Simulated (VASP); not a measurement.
# InSb (I-4m2) in VASP: notebook

The runs below take InSb through electric field gradients, with LDA.

Program: VASP 6.6.1. These are calculated values, not measurements. Logs are shortened: lines on timing, memory, paths and dates and some standing lists are left out, and cuts for length are marked.

## (1) The cell of the first run

Symmetry: I-4m2, No. 119, tetragonal system. The conventional cell has a = 4.581 Å, b = 4.581 Å, c = 6.543 Å, α = 90.00°, β = 90.00°, γ = 90.00°. In (site symmetry -4m2) has 4 Sb at 2.81 Å within 3.7 Å. Within 3.7 Å of Sb (site symmetry -4m2) lie 4 In at 2.81 Å.

## (2) Electric field gradients, LDA (zz strain of +1 %)

Contents of INCAR:

```
ALGO = Normal
EDIFF = 1E-8
ENCUT = 400
GGA = CA
GGA_COMPAT = False
ISIF = 2
ISMEAR = -1
LASPH = True
LCHARG = False
LEFG = True
LREAL = False
LWAVE = False
NBANDS = 16
NELM = 120
PREC = Accurate
SIGMA = 0.03
```

Contents of KPOINTS:

```
k-points
0
Gamma
  10 10 10
```

Contents of POSCAR:

```
InSb
1.0
    0.0000000000      3.2391000000      3.2714910000
    3.2391000000      0.0000000000      3.2714910000
    3.2391000000      3.2391000000      0.0000000000
In Sb
1 1
Direct
    0.0000000000      0.0000000000      0.0000000000
    0.7500000000      0.7500000000      0.7500000000
```

Potentials or basis: VASP PAW LDA potentials, release 64 (In_d, Sb).

On the command line:

```bash
$ cat potpaw_LDA.64/In_d/POTCAR potpaw_LDA.64/Sb/POTCAR > POTCAR
$ mpirun -np 1 vasp_std > vasp.out
```

OUTCAR:

```text
EDIFF = 1E-8
   ENCUT = 400
   GGA = CA
   ISIF = 2
   ISMEAR = -1
   LASPH = True
   LREAL = False
   NELM = 120
   PREC = Accurate

 ion  position               nearest neighbor table
   1  0.000  0.000  0.000-   2 2.81   2 2.81   2 2.81   2 2.81
   2  0.750  0.750  0.750-   1 2.81   1 2.81   1 2.81   1 2.81

  LATTYP: Found a body centered tetragonal cell.
 ALAT       =     4.5807791499
 C/A-ratio  =     1.4283556980

  Lattice vectors:

 A1 = (  -3.2391000000,   0.0000000000,   3.2714910000)
 A2 = (   3.2391000000,   0.0000000000,   3.2714910000)
 A3 = (   0.0000000000,   3.2391000000,  -3.2714910000)

Analysis of symmetry for initial positions (statically):
=====================================================================
 Subroutine PRICEL returns:
 Original cell was already a primitive cell.

 Routine SETGRP: Setting up the symmetry group for a
 body centered tetragonal supercell.

 Subroutine GETGRP returns: Found  8 space group operations
 (whereof  8 operations were pure point group operations)
 out of a pool of 16 trial point group operations.

The static configuration has the point symmetry D_2d.

Analysis of symmetry for dynamics (positions and initial velocities):
=====================================================================
 Subroutine PRICEL returns:
 Original cell was already a primitive cell.

 Routine SETGRP: Setting up the symmetry group for a
 body centered tetragonal supercell.

 Subroutine GETGRP returns: Found  8 space group operations
 (whereof  8 operations were pure point group operations)
 out of a pool of 16 trial point group operations.

The dynamic configuration has the point symmetry D_2d.

 Subroutine INISYM returns: Found  8 space group operations
 (whereof  8 operations are pure point group operations),
 and found     1 'primitive' translations

----------------------------------------------------------------------------------------

                                     Primitive cell

  volume of cell :      68.6475

  direct lattice vectors                    reciprocal lattice vectors
     0.000000000  3.239100000  3.271491000    -0.154363867  0.154363867  0.152835511
     3.239100000  0.000000000  3.271491000     0.154363867 -0.154363867  0.152835511
     3.239100000  3.239100000  0.000000000     0.154363867  0.154363867 -0.152835511

  length of vectors
[... 114 lines left out ...]
  energy-cutoff  :      400.00
  volume of cell :       68.65
 maximum number of plane-waves:      1266
   NGX = 15   NGY = 15   NGZ = 15

 number of electron      18.0000015 magnetization

 Free energy of the ion-electron system (eV)
  ---------------------------------------------------
  ext. energy  EPLUGINS =         0.00000000
  ---------------------------------------------------
  free energy    TOTEN  =        -8.21117267 eV

  energy without entropy =       -8.21103435  energy(sigma->0) =       -8.21110351

 E-fermi :   4.8166     XC(G=0):  -8.9529

 val. band max:        4.8040978159   @ k =   0.0000   0.0000   0.0000
 cond. band min:       5.1904776761   @ k =   0.5000   0.0000   0.0000
 fundamental gap:      0.3863798603
 Fermi energy:         4.8165959031

 k-point     1 :       0.0000    0.0000    0.0000
  band No.  band energies     occupation
      1      -9.7500      2.00000
      2      -9.7482      2.00000
      3      -9.7482      2.00000
      4      -9.6648      2.00000
      5      -9.6638      2.00000
      6      -5.9245      2.00000
[... 433 lines left out ...]
      3      -9.7151      2.00000
      4      -9.6766      2.00000
      5      -9.6587      2.00000
      6      -4.5894      2.00000
[... 8 lines left out ...]
     15      14.3359      0.00000
     16      14.6308      0.00000

 [... further k-points ...]
[... 5 lines left out ...]
  --------------------------------------------------------------------------------------
  -------------------------------------------------------------------------------------
  Total       -0.3673694     -0.3673694     -0.4940073      0.0000000      0.0000000      0.0000000
  in kB       -8.5741110     -8.5741110    -11.5297393      0.0000000      0.0000000      0.0000000
  external PRESSURE =      -9.5593204 kB  Pullay stress =       0.0000000 kB

 VOLUME and BASIS-vectors are now :
 -----------------------------------------------------------------------------
  energy-cutoff  :      400.00
  volume of cell :       68.65
      direct lattice vectors                 reciprocal lattice vectors
     0.000000000  3.239100000  3.271491000    -0.154363867  0.154363867  0.152835511
     3.239100000  0.000000000  3.271491000     0.154363867 -0.154363867  0.152835511
     3.239100000  3.239100000  0.000000000     0.154363867  0.154363867 -0.152835511

 POSITION                                       TOTAL-FORCE (eV/Angst)
 -----------------------------------------------------------------------------------
      0.00000      0.00000      0.00000         0.000000     -0.000000     -0.000000
      4.85865      4.85865      4.90724        -0.000000      0.000000      0.000000
 -----------------------------------------------------------------------------------
    total drift:                               -0.000000     -0.000000     -0.000001

  FREE ENERGIE OF THE ION-ELECTRON SYSTEM (eV)
  ---------------------------------------------------
  free  energy   TOTEN  =        -8.2111726716 eV

  energy  without entropy=       -8.2110343467  energy(sigma->0) =       -8.21110351

 Electric field gradients (V/A^2)
---------------------------------------------------------------------
 ion       V_xx      V_yy      V_zz      V_xy      V_xz      V_yz
---------------------------------------------------------------------
   1       1.400     1.400    -2.800    -0.001    -0.001    -0.001
   2      -1.092    -1.092     2.184     0.000     0.000     0.000
---------------------------------------------------------------------

 Electric field gradients after diagonalization (V/A^2)
 (convention: |V_zz| > |V_xx| > |V_yy|)
----------------------------------------------------------------------
 ion       V_xx      V_yy      V_zz     asymmetry (V_yy - V_xx)/ V_zz
----------------------------------------------------------------------
   1       1.401     1.399    -2.800       0.001
   2      -1.092    -1.092     2.184       0.000
----------------------------------------------------------------------

           NMR quadrupolar parameters

 Cq : quadrupolar parameter    Cq=e*Q*V_zz/h
 eta: asymmetry parameters     (V_yy - V_xx)/ V_zz
 Q  : nuclear electric quadrupole moment in mb (millibarn)
----------------------------------------------------------------------
 ion       Cq(MHz)       eta       Q (mb)
----------------------------------------------------------------------
   1      -0.007       0.001       1.000
   2       0.005       0.000       1.000
----------------------------------------------------------------------
```

It took 1.9 min on 1 thread of Intel Xeon 8259CL, shared host; peak memory 0.21 GiB.

Results:

| Property | Result |
| --- | --- |
| Free energy | -8.2112 eV |
| Pressure | -1.0 GPa |
| Band gap on the k mesh | zero (filled and empty bands touch) |
| Largest electric field gradient by atom | In -2.8; Sb +2.2 V/Å² |

Stress tensor (GPa, compression positive):
```
-0.86  0.00  0.00
 0.00 -0.86  0.00
 0.00  0.00 -1.15
```

Electric field gradients, principal values (V/Å²):
| atom | least | middle | greatest (by size) |
| --- | --- | --- | --- |
| 1 In | 1.399 | 1.401 | -2.800 |
| 2 Sb | -1.092 | -1.092 | 2.184 |

Caveat: the cell differs from its parent crystal (zz strain of +1 %); semilocal functionals underestimate gaps, and a narrow one can read as zero; without QUAD_EFG the Cq values of the log hold for a quadrupole moment of 1 mb, not for the nuclei; spin-orbit coupling is left out, which moves the levels of the heavy elements.

## (3) Electric field gradients, LDA (zz strain of +3 %)

Contents of INCAR:

```
PREC = Accurate
ENCUT = 400
EDIFF = 1E-8
ISMEAR = -1
SIGMA = 0.03
LREAL = F
LASPH = T
NELM = 120
ALGO = Normal
ISIF = 2
LWAVE = F
LCHARG = F
GGA = CA
LEFG = T
NBANDS = 16
GGA_COMPAT = F
```

Contents of KPOINTS:

```
Automatic mesh
0
Gamma
  10 10 10
```

Contents of POSCAR:

```
InSb
1.0
    0.0000000000      3.2391000000      3.3362730000
    3.2391000000      0.0000000000      3.3362730000
    3.2391000000      3.2391000000      0.0000000000
In Sb
1 1
Direct
    0.0000000000      0.0000000000      0.0000000000
    0.7500000000      0.7500000000      0.7500000000
```

Potentials or basis: VASP PAW LDA potentials, release 64 (In_d, Sb).

On the command line:

```bash
$ cat potpaw_LDA.64/In_d/POTCAR potpaw_LDA.64/Sb/POTCAR > POTCAR
$ mpirun -np 1 vasp_std > vasp.out
```

OUTCAR:

```text
PREC = Accurate
   ENCUT = 400
   EDIFF = 1E-8
   ISMEAR = -1
   LREAL = F
   LASPH = T
   NELM = 120
   ISIF = 2
   GGA = CA

 ion  position               nearest neighbor table
   1  0.000  0.000  0.000-   2 2.83   2 2.83   2 2.83   2 2.83
   2  0.750  0.750  0.750-   1 2.83   1 2.83   1 2.83   1 2.83

  LATTYP: Found a body centered tetragonal cell.
 ALAT       =     4.5807791499
 C/A-ratio  =     1.4566399692

  Lattice vectors:

 A1 = (  -3.2391000000,   0.0000000000,   3.3362730000)
 A2 = (   3.2391000000,   0.0000000000,   3.3362730000)
 A3 = (   0.0000000000,   3.2391000000,  -3.3362730000)

Analysis of symmetry for initial positions (statically):
=====================================================================
 Subroutine PRICEL returns:
 Original cell was already a primitive cell.

 Routine SETGRP: Setting up the symmetry group for a
 body centered tetragonal supercell.

 Subroutine GETGRP returns: Found  8 space group operations
 (whereof  8 operations were pure point group operations)
 out of a pool of 16 trial point group operations.

The static configuration has the point symmetry D_2d.

Analysis of symmetry for dynamics (positions and initial velocities):
=====================================================================
 Subroutine PRICEL returns:
 Original cell was already a primitive cell.

 Routine SETGRP: Setting up the symmetry group for a
 body centered tetragonal supercell.

 Subroutine GETGRP returns: Found  8 space group operations
 (whereof  8 operations were pure point group operations)
 out of a pool of 16 trial point group operations.

The dynamic configuration has the point symmetry D_2d.

 Subroutine INISYM returns: Found  8 space group operations
[... 150 lines left out ...]

 k-point     1 :       0.0000    0.0000    0.0000
  band No.  band energies     occupation
      1      -9.9165      2.00000
      2      -9.9110      2.00000
      3      -9.9110      2.00000
      4      -9.8355      2.00000
      5      -9.8322      2.00000
      6      -6.0066      2.00000
[... 433 lines left out ...]
      3      -9.8808      2.00000
      4      -9.8427      2.00000
      5      -9.8304      2.00000
      6      -4.7389      2.00000
[... 8 lines left out ...]
     15      14.1315      0.00000
     16      14.2495      0.00000

 [... further k-points ...]
[... 5 lines left out ...]
  --------------------------------------------------------------------------------------
  -------------------------------------------------------------------------------------
  Total       -0.6308975     -0.6308975     -1.0334489      0.0000000      0.0000000      0.0000000
  in kB      -14.4387330    -14.4387330    -23.6515328      0.0000000      0.0000000      0.0000000
  external PRESSURE =     -17.5096663 kB  Pullay stress =       0.0000000 kB

 VOLUME and BASIS-vectors are now :
 -----------------------------------------------------------------------------
  energy-cutoff  :      400.00
  volume of cell :       70.01
      direct lattice vectors                 reciprocal lattice vectors
     0.000000000  3.239100000  3.336273000    -0.154363867  0.154363867  0.149867832
     3.239100000  0.000000000  3.336273000     0.154363867 -0.154363867  0.149867832
     3.239100000  3.239100000  0.000000000     0.154363867  0.154363867 -0.149867832

 POSITION                                       TOTAL-FORCE (eV/Angst)
 -----------------------------------------------------------------------------------
      0.00000      0.00000      0.00000        -0.000000     -0.000000      0.000000
      4.85865      4.85865      5.00441         0.000000      0.000000      0.000000
 -----------------------------------------------------------------------------------
    total drift:                               -0.000000     -0.000000     -0.000001

  FREE ENERGIE OF THE ION-ELECTRON SYSTEM (eV)
  ---------------------------------------------------
  free  energy   TOTEN  =        -8.1965721203 eV

  energy  without entropy=       -8.1964465287  energy(sigma->0) =       -8.19650932

 Electric field gradients (V/A^2)
---------------------------------------------------------------------
 ion       V_xx      V_yy      V_zz      V_xy      V_xz      V_yz
---------------------------------------------------------------------
   1       4.025     4.025    -8.050    -0.002    -0.002    -0.002
   2      -3.710    -3.710     7.420     0.000    -0.000    -0.000
---------------------------------------------------------------------

 Electric field gradients after diagonalization (V/A^2)
 (convention: |V_zz| > |V_xx| > |V_yy|)
----------------------------------------------------------------------
 ion       V_xx      V_yy      V_zz     asymmetry (V_yy - V_xx)/ V_zz
----------------------------------------------------------------------
   1       4.027     4.023    -8.050       0.000
   2      -3.710    -3.710     7.420       0.000
----------------------------------------------------------------------

           NMR quadrupolar parameters

 Cq : quadrupolar parameter    Cq=e*Q*V_zz/h
 eta: asymmetry parameters     (V_yy - V_xx)/ V_zz
 Q  : nuclear electric quadrupole moment in mb (millibarn)
----------------------------------------------------------------------
 ion       Cq(MHz)       eta       Q (mb)
----------------------------------------------------------------------
   1      -0.019       0.000       1.000
   2       0.018       0.000       1.000
----------------------------------------------------------------------
```

OSZICAR:

```text
N       E                     dE             d eps       ncg     rms          rms(c)
DAV:   1     0.105070753538E+03    0.10507E+03   -0.67593E+03  3264   0.912E+02
DAV:   2    -0.170568269336E+01   -0.10678E+03   -0.10373E+03  3760   0.251E+02
DAV:   3    -0.815423842000E+01   -0.64486E+01   -0.64325E+01  4152   0.678E+01
DAV:   4    -0.833676130059E+01   -0.18252E+00   -0.18249E+00  4208   0.136E+01
DAV:   5    -0.834641669063E+01   -0.96554E-02   -0.96553E-02  4792   0.245E+00    0.410E+00
DAV:   6    -0.822640147812E+01    0.12002E+00   -0.14928E-01  4832   0.584E+00    0.232E+00
DAV:   7    -0.819821771849E+01    0.28184E-01   -0.61816E-02  4576   0.224E+00    0.523E-01
DAV:   8    -0.819648720903E+01    0.17305E-02   -0.65184E-03  4432   0.926E-01    0.268E-01
DAV:   9    -0.819657998484E+01   -0.92776E-04   -0.58728E-04  4192   0.218E-01    0.772E-02
DAV:  10    -0.819656851690E+01    0.11468E-04   -0.34257E-05  4008   0.400E-02    0.302E-02
DAV:  11    -0.819657230867E+01   -0.37918E-05   -0.89371E-06  4120   0.399E-02    0.205E-02
DAV:  12    -0.819657210967E+01    0.19900E-06   -0.70525E-07  4544   0.934E-03    0.530E-03
DAV:  13    -0.819657212791E+01   -0.18234E-07   -0.15590E-07  4224   0.345E-03    0.263E-03
DAV:  14    -0.819657212033E+01    0.75736E-08   -0.19600E-08  3816   0.137E-03
   1 F= -.81965721E+01 E0= -.81965093E+01  d E =-.125592E-03
```

Run time: 1.9 min. Hardware: 1 thread of Intel Xeon 8259CL, shared host; peak memory 0.21 GiB.

Results:

```yaml
Free_energy: -8.1966 eV
Pressure: -1.8 GPa
Band_gap_on_the_k_mesh: zero (filled and empty bands touch)
Largest_electric_field_gradient_by_atom: In -8.1; Sb +7.4 V/Å²
```

Stress tensor (GPa, compression positive):
```
-1.44  0.00  0.00
 0.00 -1.44  0.00
 0.00  0.00 -2.37
```

Electric field gradients, principal values (V/Å²):
```
atom   least  middle  greatest (by size)
1 In   4.023   4.027              -8.050
2 Sb  -3.710  -3.710               7.420
```

Caveat: the cell differs from its parent crystal (zz strain of +3 %); semilocal functionals underestimate gaps, and a narrow one can read as zero; without QUAD_EFG the Cq values of the log hold for a quadrupole moment of 1 mb, not for the nuclei; spin-orbit coupling is left out, which moves the levels of the heavy elements.

The gap in the log of VASP goes by the Fermi energy; the results here count the filled bands.